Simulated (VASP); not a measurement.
Here is a VASP 6.6.1 calculation.

Contents of POSCAR:

```
Ti
1.0
    3.2517897396      0.0000000000      0.0000000000
    0.0000000000      7.2712229062      0.0000000000
    1.6258948698     -2.1813668719      0.7271222906
Ti
1
Direct
    0.0000000000      0.0000000000      0.0000000000
```

File INCAR.step1:

```
SYSTEM = Ti
ALGO = Normal
EDIFF = 1E-4
ENCUT = 520
GGA = PE
ISMEAR = 0
ISYM = 0
LASPH = .True.
LCHARG = .False.
LREAL = .False.
LWAVE = .True.
NBANDS = 12
NELM = 80
PREC = Accurate
SIGMA = 0.1
```

Contents of INCAR.step2:

```
SYSTEM = Ti
ALGO = Normal
EDIFF = 1E-6
ENCUT = 520
ISIF = 2
ISMEAR = 0
ISTART = 1
ISYM = 0
LASPH = .True.
LCHARG = .True.
LELF = .True.
LMIXTAU = .True.
LREAL = .False.
LVHAR = .True.
LWAVE = .False.
METAGGA = R2SCAN
NBANDS = 12
NELM = 80
PREC = Accurate
SIGMA = 0.1
```

KPOINTS

```
k-points
0
Gamma
  11 5 46
  0 0 0
```

Potentials or basis: VASP PAW PBE potentials, release 64 (Ti_sv).

The run is started by

```console
$ cat potpaw_PBE.64/Ti_sv/POTCAR > POTCAR
$ cp INCAR.step1 INCAR
$ mpirun -np 1 vasp_std > vasp.out
$ cp INCAR.step2 INCAR
$ mpirun -np 1 vasp_std > vasp.out
```

(1) What does it give for the pressure?

(2) Estimate the band gap on the k mesh.

Results:

(1) 0.3 GPa.

(2) zero (bands 6 and 7 overlap by 1.79 eV).

Caveat: the PAW data sets were made with another functional, which shifts forces and pressure a little.
